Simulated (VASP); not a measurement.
CO2, 6 atoms in the cell. The structure is orthorhombic, space group Cmce (No. 64). The conventional cell has a = 4.704 Å, b = 4.312 Å, c = 6.008 Å, α = 90.00°, β = 90.00°, γ = 90.00°. Within 1.6 Å of C (site symmetry 2/m) lie 2 O at 1.16 Å. O (site symmetry m) has 1 C at 1.16 Å within 1.6 Å. 

| Quantity | Value |
| --- | --- |
| Program | VASP 6.6.1 |
| Task | single point |
| Functional | r2SCAN |
| Dispersion | D3(BJ) |
| Potentials or basis | VASP PAW PBE potentials, release 64 (C, O) |
| Cutoff | 520 eV |
| k mesh | 8 × 8 × 4 |
| Occupations | gaussian, width 0.02 eV |
| Spin | no spin polarisation |
| Dipole correction | no |
| Further INCAR settings | ALGO = Normal; EDIFF = 1e-07; NBANDS = 25 |

Potentials or basis: VASP PAW PBE potentials, release 64 (C, O).

Launch:

```sh
$ cat potpaw_PBE.64/C/POTCAR potpaw_PBE.64/O/POTCAR > POTCAR
$ cp INCAR.step1 INCAR
$ mpirun -np 1 vasp_std > vasp.out
$ cp INCAR.step2 INCAR
$ mpirun -np 1 vasp_std > vasp.out
```

Hardware: 1 thread of Oxide Virtual Turin-like Processor, on a shared host.

How long does it take, and how much memory?

It took 7.8 min on 1 thread of Oxide Virtual Turin-like Processor (shared host), peak memory 0.19 GiB. Counts: k points 63.
